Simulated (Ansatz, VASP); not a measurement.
# NaH: VASP beside Ansatz

POSCAR

```
NaH
1.0
    0.0000000000      2.4728019580      2.5227525576
    2.4728019580      0.0000000000      2.5227525576
    2.4728019580      2.4728019580      0.0000000000
Na H
1 1
Direct
    0.0000000000      0.0000000000      0.0000000000
    0.5000000000      0.5000000000      0.5000000000
```

INCAR.step1

```
  PREC = Accurate
  ENCUT = 520
  ISMEAR = -1
  SIGMA = 0.2
  LREAL = F
  LASPH = T
  NELM = 80
  NBANDS = 11
  GGA = PE
  ALGO = Normal
  EDIFF = 1E-4
  LWAVE = T
  LCHARG = F
```

The input INCAR.step2:

```
  PREC = Accurate
  ENCUT = 520
  EDIFF = 1E-6
  ISMEAR = -1
  SIGMA = 0.2
  LREAL = F
  LASPH = T
  NELM = 80
  ALGO = Normal
  ISIF = 2
  LWAVE = F
  LCHARG = T
  METAGGA = R2SCAN
  LMIXTAU = T
  LELF = T
  LVHAR = T
  NBANDS = 11
  ISTART = 1
```

KPOINTS

```
regular mesh
0
Gamma
  10 10 10
```

Input for Ansatz:

```yaml
crystal:
  lattice:
    - [0.0, 2.472801958, 2.5227525576]
    - [2.472801958, 0.0, 2.5227525576]
    - [2.472801958, 2.472801958, 0.0]
  atoms:
    - { symbol: Na, position: [0.0, 0.0, 0.0] }
    - { symbol: H, position: [0.5, 0.5, 0.5] }
basis:
  ecutwfc: 520.0
kpoints:
  mp_grid: { grid: [10, 10, 10] }
hamiltonian:
  xc: r2scan
scf:
  occupations: { method: fermi_dirac, width: 0.2 }
output:
  forces: true
  stress: true
  eigenvalues: true
```

Alike in both runs: task single point; functional r2SCAN; k mesh 10 × 10 × 10; occupations fermi-dirac, width 0.2 eV; no spin polarisation.

```csv
,VASP,Ansatz
version,VASP 6.6.1,Ansatz 0.2.0
potentials or method,"VASP PAW PBE potentials, release 64 (Na_pv, H), cutoff 520 eV","scalar-relativistic, plane waves, PAW"
valence electrons in the cell,8,10
```

|  | VASP | Ansatz | Ansatz less VASP |
| --- | --- | --- | --- |
| gap on the k mesh at the Fermi level (eV) | 4.21 | 4.20 | -0.011 |
| least direct gap on the mesh (eV) | 5.01 | 5.01 | +0.005 |
| pressure (GPa) | -2.4 | -2.2 | +0.22 |
| traceless stress, the component that is largest in VASP (GPa) | -0.26 | -0.28 | -0.021 |

VASP's potentials were made for PBE, not for r2SCAN. VASP's potentials hold 8 valence electrons a cell and Ansatz's 10, so a difference there can come from the potentials and not from the codes.
